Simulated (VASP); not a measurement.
# CeO2 (Fm-3m) in VASP: notebook

Aim: see how the results for CeO2 move with the level of theory and the settings. Levels: PBE, PBE-based screened hybrid with 15 % exact exchange, PBE-based global hybrid with 10 % exact exchange. Tasks: single point.

Everything below comes from runs of VASP 6.6.1. Logs are shortened: lines on timing, memory, paths and dates and some standing lists are left out, and cuts for length are marked.

### Step 1. The cell of the first run

Symmetry: Fm-3m, No. 225, cubic system. The conventional cell has a = 5.410 Å, b = 5.410 Å, c = 5.410 Å, α = 90.00°, β = 90.00°, γ = 90.00°. Ce (site symmetry m-3m) has 8 O at 2.34 Å within 3.1 Å. O (site symmetry -43m) has 4 Ce at 2.34 Å and 6 O at 2.70 Å within 3.1 Å.

### Step 2. Single point, PBE

File INCAR:

```
ALGO = Normal
EDIFF = 1E-7
ENCUT = 520
GGA = PE
ISIF = 2
ISMEAR = 0
LASPH = True
LCHARG = True
LELF = True
LREAL = False
LVHAR = True
LWAVE = False
NBANDS = 19
NELM = 60
PREC = Accurate
SIGMA = 0.05
```

File KPOINTS:

```
k-points
0
Gamma
  4 4 4
```

File POSCAR:

```
CeO2
1.0
    0.0000000000      2.7048609279      2.7048609279
    2.7048609279      0.0000000000      2.7048609279
    2.7048609279      2.7048609279      0.0000000000
Ce O
1 2
Direct
    0.0000000000      0.0000000000      0.0000000000
    0.2500000000      0.2500000000      0.2500000000
    0.7500000000      0.7500000000      0.7500000000
```

Potentials or basis: VASP PAW PBE potentials, release 64 (Ce, O).

On the command line:

```
> cat potpaw_PBE.64/Ce/POTCAR potpaw_PBE.64/O/POTCAR > POTCAR
> mpirun -np 1 vasp_std > vasp.out
```

OUTCAR:

```text
EDIFF = 1E-7
   ENCUT = 520
   GGA = PE
   ISIF = 2
   ISMEAR = 0
   LASPH = True
   LREAL = False
   NELM = 60
   PREC = Accurate

 ion  position               nearest neighbor table
   1  0.000  0.000  0.000-   3 2.34   3 2.34   3 2.34   2 2.34   3 2.34   2 2.34   2 2.34   2 2.34

   2  0.250  0.250  0.250-   1 2.34   1 2.34   1 2.34   1 2.34
   3  0.750  0.750  0.750-   1 2.34   1 2.34   1 2.34   1 2.34

  LATTYP: Found a face centered cubic cell.
 ALAT       =     5.4097218558

  Lattice vectors:

 A1 = (   0.0000000000,   2.7048609279,   2.7048609279)
 A2 = (   2.7048609279,   0.0000000000,   2.7048609279)
 A3 = (   2.7048609279,   2.7048609279,   0.0000000000)

Analysis of symmetry for initial positions (statically):
=====================================================================
 Subroutine PRICEL returns:
 Original cell was already a primitive cell.

 Routine SETGRP: Setting up the symmetry group for a
 face centered cubic supercell.

 Subroutine GETGRP returns: Found 48 space group operations
 (whereof 48 operations were pure point group operations)
 out of a pool of 48 trial point group operations.

The static configuration has the point symmetry O_h .

Analysis of symmetry for dynamics (positions and initial velocities):
=====================================================================
 Subroutine PRICEL returns:
 Original cell was already a primitive cell.

 Routine SETGRP: Setting up the symmetry group for a
 face centered cubic supercell.

 Subroutine GETGRP returns: Found 48 space group operations
 (whereof 48 operations were pure point group operations)
 out of a pool of 48 trial point group operations.

The dynamic configuration has the point symmetry O_h .

 Subroutine INISYM returns: Found 48 space group operations
 (whereof 48 operations are pure point group operations),
 and found     1 'primitive' translations

----------------------------------------------------------------------------------------

                                     Primitive cell

  volume of cell :      39.5790

  direct lattice vectors                    reciprocal lattice vectors
     0.000000000  2.704860928  2.704860928    -0.184852387  0.184852387  0.184852387
     2.704860928  0.000000000  2.704860928     0.184852387 -0.184852387  0.184852387
     2.704860928  2.704860928  0.000000000     0.184852387  0.184852387 -0.184852387

  length of vectors
     3.825251009  3.825251009  3.825251009     0.320173727  0.320173727  0.320173727

  position of ions in fractional coordinates (direct lattice)
     0.000000000  0.000000000  0.000000000
     0.250000000  0.250000000  0.250000000
     0.750000000  0.750000000  0.750000000

  ion indices of the primitive-cell ions
   primitive index   ion index
                 1           1
                 2           2
                 3           3

----------------------------------------------------------------------------------------

 KPOINTS: k-points

Automatic generation of k-mesh.
 Grid dimensions read from file:
 generate k-points for:    4    4    4

 Generating k-lattice:

  Cartesian coordinates                     Fractional coordinates (reciprocal lattice)
    -0.046213097  0.046213097  0.046213097     0.250000000  0.000000000  0.000000000
     0.046213097 -0.046213097  0.046213097     0.000000000  0.250000000  0.000000000
     0.046213097  0.046213097 -0.046213097     0.000000000  0.000000000  0.250000000

  Length of vectors
     0.080043432  0.080043432  0.080043432

  Shift w.r.t. Gamma in fractional coordinates (k-lattice)
     0.000000000  0.000000000  0.000000000

 Subroutine IBZKPT returns following result:
 ===========================================

 Found      8 irreducible k-points:

 Following reciprocal coordinates:
            Coordinates               Weight
  0.000000  0.000000  0.000000      1.000000
  0.250000  0.000000  0.000000      8.000000
  0.500000  0.000000  0.000000      4.000000
  0.250000  0.250000  0.000000      6.000000
  0.500000  0.250000  0.000000     24.000000
 -0.250000  0.250000  0.000000     12.000000
  0.500000  0.500000  0.000000      3.000000
 -0.250000  0.500000  0.250000      6.000000
   k-points           NKPTS =      8   k-points in BZ     NKDIM =      8   number of bands    NBANDS=     19
   number of dos      NEDOS =    301   number of ions     NIONS =      3
   total plane-waves  NPLWV =  21952
   dimension x,y,z NGX =    28 NGY =   28 NGZ =   28
   dimension x,y,z NGXF=    56 NGYF=   56 NGZF=   56
   ions per type =               1   2
   NGX,Y,Z   is equivalent  to a cutoff of  12.17, 12.17, 12.17 a.u.
   NGXF,Y,Z  is equivalent  to a cutoff of  24.34, 24.34, 24.34 a.u.
 SYSTEM =  unknown system
   PREC   = accura    normal or accurate (medium, high low for compatibility)
   ISTART =      0    job   : 0-new  1-cont  2-samecut
   ICHARG =      2    charge: 1-file 2-atom 10-const
   ISPIN  =      1    spin polarized calculation?
   LNONCOLLINEAR =      F non collinear calculations
   LSORBIT =      F    spin-orbit coupling
   LASPH  =      T    aspherical Exc in radial PAW
   ENCUT  =  520.0 eV  38.22 Ry    6.18 a.u.   7.11  7.11  7.11*2*pi/ulx,y,z
   NELM   =     60;   NELMIN=  2; NELMDL= -5     # of ELM steps
   EDIFF  = 0.1E-06   stopping-criterion for ELM
   LREAL  =      F    real-space projection
   EDIFFG = 0.1E-05   stopping-criterion for IOM
   NSW    =      0    number of steps for IOM
   IBRION =     -1    ionic relax: 0-MD 1-quasi-New 2-CG
   NFREE  =      0    steps in history (QN), initial steepest desc. (CG)
   ISIF   =      2    stress and relaxation
   ISYM   =      2    0-nonsym 1-usesym 2-fastsym
   POTIM  = 0.5000    time-step for ionic-motion
   TEBEG  =    0.0;   TEEND  =   0.0 temperature during run
   PSTRESS=    0.0 pullay stress
   NELECT =      24.0000    total number of electrons
   NUPDOWN=      -1.0000    fix difference up-down
   EMIN   =  10.00;   EMAX   =-10.00  energy-range for DOS
   EFERMI =   0.00;   METHOD = LEGACY
   ISMEAR =     0;   SIGMA  =   0.05  broadening in eV -4-tet -1-fermi 0-gaus
   EFERMI_NEDOS =   21; number of points for ismear=-14 and -15
   IALGO  =     38    algorithm
   IMIX   =      4    mixing-type and parameters
     AMIX     =   0.40;   BMIX     =  1.00
     AMIX_MAG =   1.60;   BMIX_MAG =  1.00
  volume/ion in A,a.u.               =      13.19        89.03
  Fermi-wavevector in a.u.,A,eV,Ry     =   1.385661  2.618519 26.123951  1.920056
  Thomas-Fermi vector in A             =   2.510050
   LORBIT       =      0    0 simple, 1 ext, 2 COOP (PROOUT), +10 PAW based schemes
   GGA     = PE    functional components
   LHFCALC =     F    Hartree Fock is set to
   AEXX    =    0.0000 exact exchange contribution
   IVDW    =     0    specifies the selected vdW correction
   LEPSILON=     F    determine dielectric tensor
   LRPA    =     F    only Hartree local field effects (RPA)
 non-spin polarized calculation
 Gauss-broadening in eV      SIGMA  =   0.05
  energy-cutoff  :      520.00
  volume of cell :       39.58
 maximum number of plane-waves:      1090
   NGX = 15   NGY = 15   NGZ = 15

 number of electron      23.9999995 magnetization

 Free energy of the ion-electron system (eV)
  ---------------------------------------------------
  ext. energy  EPLUGINS =         0.00000000
  ---------------------------------------------------
  free energy    TOTEN  =       -26.20738555 eV

  energy without entropy =      -26.20738555  energy(sigma->0) =      -26.20738555

 E-fermi :   5.6756     XC(G=0): -11.3296

 val. band max:        5.3560030342   @ k =  -0.2500   0.2500   0.0000
 cond. band min:       7.3093398576   @ k =   0.5000   0.0000   0.0000
 fundamental gap:      1.9533368234
 Fermi energy:         5.6755526819

 k-point     1 :       0.0000    0.0000    0.0000
  band No.  band energies     occupation
      1     -27.0650      2.00000
      2     -10.9821      2.00000
      3     -10.0362      2.00000
      4      -9.2096      2.00000
      5      -9.2096      2.00000
      6      -9.2096      2.00000
[... 11 lines left out ...]
     18       8.2999      0.00000
     19       8.2999      0.00000

 k-point     2 :       0.2500    0.0000    0.0000
  band No.  band energies     occupation
      1     -26.9603      2.00000
      2     -12.3067      2.00000
      3     -10.4668      2.00000
      4      -9.3355      2.00000
      5      -9.3355      2.00000
      6      -7.7620      2.00000
[... 11 lines left out ...]
     18       8.1066      0.00000
     19       8.1066      0.00000

 k-point     3 :       0.5000    0.0000    0.0000
  band No.  band energies     occupation
      1     -26.8515      2.00000
      2     -13.1147      2.00000
      3     -10.8457      2.00000
      4      -9.4547      2.00000
      5      -9.4547      2.00000
      6      -6.7793      2.00000
[... 11 lines left out ...]
     18       8.1486      0.00000
     19       8.2264      0.00000

 k-point     4 :       0.2500    0.2500    0.0000
  band No.  band energies     occupation
      1     -26.9252      2.00000
      2     -12.5621      2.00000
      3     -10.4416      2.00000
      4      -9.5280      2.00000
      5      -9.5280      2.00000
      6      -7.3340      2.00000
[... 11 lines left out ...]
     18       8.0368      0.00000
     19       8.0386      0.00000

 k-point     5 :       0.5000    0.2500    0.0000
  band No.  band energies     occupation
      1     -26.8160      2.00000
      2     -12.9931      2.00000
      3     -11.7563      2.00000
      4      -9.6426      2.00000
      5      -8.5508      2.00000
      6      -6.9095      2.00000
[... 11 lines left out ...]
     18       7.9598      0.00000
     19       8.3415      0.00000

 k-point     6 :      -0.2500    0.2500    0.0000
  band No.  band energies     occupation
      1     -26.8525      2.00000
      2     -12.6552      2.00000
      3     -11.9077      2.00000
      4      -9.4587      2.00000
      5      -8.0810      2.00000
      6      -7.6110      2.00000
[... 11 lines left out ...]
     18       7.8809      0.00000
     19       8.2175      0.00000

 k-point     7 :       0.5000    0.5000    0.0000
  band No.  band energies     occupation
      1     -26.7799      2.00000
      2     -13.4461      2.00000
      3     -10.7979      2.00000
      4      -9.8187      2.00000
      5      -9.8187      2.00000
      6      -6.0717      2.00000
[... 11 lines left out ...]
     18       7.9577      0.00000
     19       8.5823      0.00000

 k-point     8 :      -0.2500    0.5000    0.2500
  band No.  band energies     occupation
      1     -26.7791      2.00000
      2     -12.6265      2.00000
      3     -12.6265      2.00000
      4      -9.8470      2.00000
      5      -7.4560      2.00000
      6      -7.4560      2.00000
[... 11 lines left out ...]
     18       7.7819      0.00000
     19       8.5249      0.00000

------------------------ aborting loop because EDIFF is reached ----------------------------------------

  FORCE on cell =-STRESS in cart. coord.  units (eV):
  Direction    XX          YY          ZZ          XY          YZ          ZX
  --------------------------------------------------------------------------------------
  -------------------------------------------------------------------------------------
  Total        1.3676029      1.3676029      1.3676029     -0.0000000     -0.0000000      0.0000000
  in kB       55.3612366     55.3612366     55.3612366     -0.0000000     -0.0000000      0.0000000
  external PRESSURE =      55.3612366 kB  Pullay stress =       0.0000000 kB

 VOLUME and BASIS-vectors are now :
 -----------------------------------------------------------------------------
  energy-cutoff  :      520.00
  volume of cell :       39.58
      direct lattice vectors                 reciprocal lattice vectors
     0.000000000  2.704860928  2.704860928    -0.184852387  0.184852387  0.184852387
     2.704860928  0.000000000  2.704860928     0.184852387 -0.184852387  0.184852387
     2.704860928  2.704860928  0.000000000     0.184852387  0.184852387 -0.184852387

 POSITION                                       TOTAL-FORCE (eV/Angst)
 -----------------------------------------------------------------------------------
      0.00000      0.00000      0.00000        -0.000000      0.000000     -0.000000
      1.35243      1.35243      1.35243         0.000000      0.000000      0.000000
      4.05729      4.05729      4.05729        -0.000000     -0.000000     -0.000000
 -----------------------------------------------------------------------------------
    total drift:                                0.000000      0.000000      0.000000

  FREE ENERGIE OF THE ION-ELECTRON SYSTEM (eV)
  ---------------------------------------------------
  free  energy   TOTEN  =       -26.2073855464 eV

  energy  without entropy=      -26.2073855464  energy(sigma->0) =      -26.20738555
```

Run time: 15 s. Hardware: 1 thread of Intel Xeon Platinum 8259CL at 2.50GHz (Skylake/Cascade Lake), shared host; peak memory 0.16 GiB.

Results:

```yaml
Free_energy: -26.2074 eV
Pressure: 5.5 GPa
Band_gap_on_the_k_mesh: 1.95 eV (least direct gap 2.06 eV)
```

Caveat: the k points lie up to 0.50 Å⁻¹ apart; spin-orbit coupling is left out, which moves the levels of the heavy elements; semilocal functionals describe open f shells poorly, which spoils levels, moments and volumes. Spin polarisation is off, so any magnetic state and its effect on volume and gap are missing.

### Step 3. Single point, PBE-based screened hybrid with 15 % exact exchange

POSCAR is that of step 2.

File INCAR.step1:

```
  PREC = Accurate
  ENCUT = 520
  EDIFF = 1E-5
  ISMEAR = 0
  SIGMA = 0.05
  LREAL = False
  LASPH = True
  NELM = 100
  ALGO = Normal
  ISIF = 2
  LWAVE = True
  LCHARG = False
  GGA = PE
  NBANDS = 19
```

File INCAR.step2:

```
  PREC = Accurate
  ENCUT = 520
  EDIFF = 1E-6
  ISMEAR = 0
  SIGMA = 0.05
  LREAL = False
  LASPH = True
  NELM = 100
  ALGO = Normal
  ISIF = 2
  LWAVE = False
  LCHARG = False
  GGA = PE
  LHFCALC = True
  AEXX = 0.15
  HFSCREEN = 0.3
  PRECFOCK = Normal
  ISTART = 1
  NBANDS = 19
```

File KPOINTS:

```
Automatic mesh
0
Gamma
  4 4 4
```

Potentials or basis: VASP PAW PBE potentials, release 64 (Ce, O).

On the command line:

```
> cat potpaw_PBE.64/Ce/POTCAR potpaw_PBE.64/O/POTCAR > POTCAR
> cp INCAR.step1 INCAR
> mpirun -np 1 vasp_std > vasp.out
> cp INCAR.step2 INCAR
> mpirun -np 1 vasp_std > vasp.out
```

It took 16 min on 1 thread of Intel Xeon Platinum 8259CL at 2.50GHz (Skylake/Cascade Lake), shared host; peak memory 0.28 GiB.

Results (log left out):

```
Free energy            : -29.2691 eV
Pressure               : 1.2 GPa
Band gap on the k mesh : 2.71 eV (least direct gap 2.86 eV)
```

Levels at points of the mesh, in eV from the valence-band top:
```
           k point  band 10  band 11  band 12  band 13  band 14  band 15
(0.00, 0.00, 0.00)    -0.62    -0.62    -0.62     3.14     3.14     3.14
(0.50, 0.00, 0.00)    -1.30    -0.85    -0.85     2.71     2.96     2.96
(0.50, 0.50, 0.00)    -0.86    -0.86    -0.64     2.82     2.89     2.89
```

Caveat: the k points lie up to 0.50 Å⁻¹ apart; the PAW data sets were made with another functional, which shifts forces and pressure a little; spin-orbit coupling is left out, which moves the levels of the heavy elements.

### Step 4. Single point, PBE-based global hybrid with 10 % exact exchange

POSCAR is that of step 3.

File INCAR.step1:

```
  PREC = Accurate
  ENCUT = 520
  EDIFF = 1E-5
  ISMEAR = 0
  SIGMA = 0.05
  LREAL = F
  LASPH = T
  NELM = 80
  ALGO = Normal
  ISIF = 2
  LWAVE = T
  GGA = PE
  NBANDS = 19
```

File INCAR.step2:

```
  PREC = Accurate
  ENCUT = 520
  EDIFF = 1E-6
  ISMEAR = 0
  SIGMA = 0.05
  LREAL = F
  LASPH = T
  NELM = 80
  ALGO = Normal
  ISIF = 2
  LWAVE = F
  LCHARG = T
  GGA = PE
  LHFCALC = T
  AEXX = 0.1
  PRECFOCK = Normal
  LELF = T
  LVHAR = T
  ISTART = 1
  NBANDS = 19
```

KPOINTS is that of step 3.

On the command line:

```
> cat potpaw_PBE.64/Ce/POTCAR potpaw_PBE.64/O/POTCAR > POTCAR
> cp INCAR.step1 INCAR
> mpirun -np 1 vasp_std > vasp.out
> cp INCAR.step2 INCAR
> mpirun -np 1 vasp_std > vasp.out
```

Wall time 19 min (1 thread of Intel Xeon Platinum 8259CL at 2.50GHz (Skylake/Cascade Lake), shared host); peak memory 0.18 GiB.

Results (log left out):

```
Free energy            : -29.2660 eV
Pressure               : 2.5 GPa
Band gap on the k mesh : 2.85 eV (least direct gap 2.99 eV)
```

Levels at points of the mesh, in eV from the valence-band top:
| k point | band 8 | band 9 | band 10 | band 11 | band 12 | band 13 | band 14 | band 15 | band 16 | band 17 |
| --- | --- | --- | --- | --- | --- | --- | --- | --- | --- | --- |
| (0.00, 0.00, 0.00) | -4.08 | -4.08 | -0.63 | -0.63 | -0.63 | 3.26 | 3.26 | 3.26 | 3.38 | 3.88 |
| (0.50, 0.00, 0.00) | -3.15 | -1.36 | -1.28 | -0.84 | -0.84 | 2.85 | 3.08 | 3.08 | 3.27 | 3.73 |
| (0.50, 0.50, 0.00) | -1.28 | -1.28 | -0.84 | -0.84 | -0.65 | 2.94 | 3.02 | 3.02 | 3.20 | 3.57 |

Caveat: the k points lie up to 0.50 Å⁻¹ apart; the PAW data sets were made with another functional, which shifts forces and pressure a little; spin-orbit coupling is left out, which moves the levels of the heavy elements. Spin polarisation is off, so any magnetic state and its effect on volume and gap are missing.

### Step 5. The runs side by side

| level | grid for exact exchange (PRECFOCK) | share of exact exchange | screening parameter | gap on the mesh (eV) | pressure (GPa) |
| --- | --- | --- | --- | --- | --- |
| PBE | - | - | - | 1.95 | 5.5 |
| PBE-based screened hybrid with 15 % exact exchange | Normal | 0.15 | 0.3 1/Å | 2.71 | 1.2 |
| PBE-based global hybrid with 10 % exact exchange | Normal | 0.1 | - | 2.85 | 2.5 |

Alike in all rows: task single point; potentials or basis VASP PAW PBE potentials, release 64 (Ce, O); no spin polarisation; cell as given; k mesh 4 × 4 × 4; cutoff (eV) 520; smearing gaussian 0.05 eV.

Caveats: all runs use coarse meshes; spin-orbit coupling is left out, which moves the levels of the heavy elements; the PAW data sets were made with another functional, which shifts forces and pressure a little (at least some runs); semilocal functionals describe open f shells poorly, which spoils levels, moments and volumes (at least some runs).

Total energies depend on the potentials used, so only differences within one code and one set of settings carry meaning.
